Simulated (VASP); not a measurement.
# LiCl: single point with r2SCAN

The system is LiCl.

```xyz
2
Lattice="0.0000 2.5560 2.4538 2.5560 0.0000 2.4538 2.5560 2.5560 0.0000" Properties=species:S:1:pos:R:3 pbc="T T T"
Li    0.0000    0.0000    0.0000
Cl    2.5560    2.5560    2.4538
```

This cell differs from its parent crystal: uniaxial z strain -4.0%.

```
Program             : VASP 6.6.1
Task                : single point
Functional          : r2SCAN
Potentials or basis : VASP PAW PBE potentials, release 64 (Li_sv, Cl)
Cutoff              : 520 eV
k mesh              : 8 × 8 × 8
Occupations         : gaussian, width 0.01 eV
Spin                : no spin polarisation
```

```yaml
Band_gap_on_the_k_mesh: 7.54 eV, indirect (least direct gap 7.60 eV)
```

Levels at points of the mesh, in eV from the valence-band top:
| k point | band 3 | band 4 | band 5 | band 6 | band 7 | band 8 |
| --- | --- | --- | --- | --- | --- | --- |
| (0.00, 0.00, 0.00) | -0.13 | 0.00 | 0.00 | 7.60 | 12.55 | 12.55 |
| (0.50, 0.00, 0.00) | -3.10 | -0.40 | -0.28 | 7.54 | 10.11 | 10.50 |
| (0.50, 0.50, 0.00) | -3.21 | -1.36 | -1.36 | 8.67 | 8.81 | 14.44 |
| (0.50, 0.00, 0.50) | -3.22 | -1.36 | -1.07 | 8.89 | 8.91 | 13.81 |

Wall time 80 s on 1 thread of AMD EPYC 9R45 96-Core Processor (Zen 5) (shared host), peak memory 0.13 GiB.

Caveat: the cell differs from its parent crystal (uniaxial z strain -4.0%). A k mesh can miss the band edges.
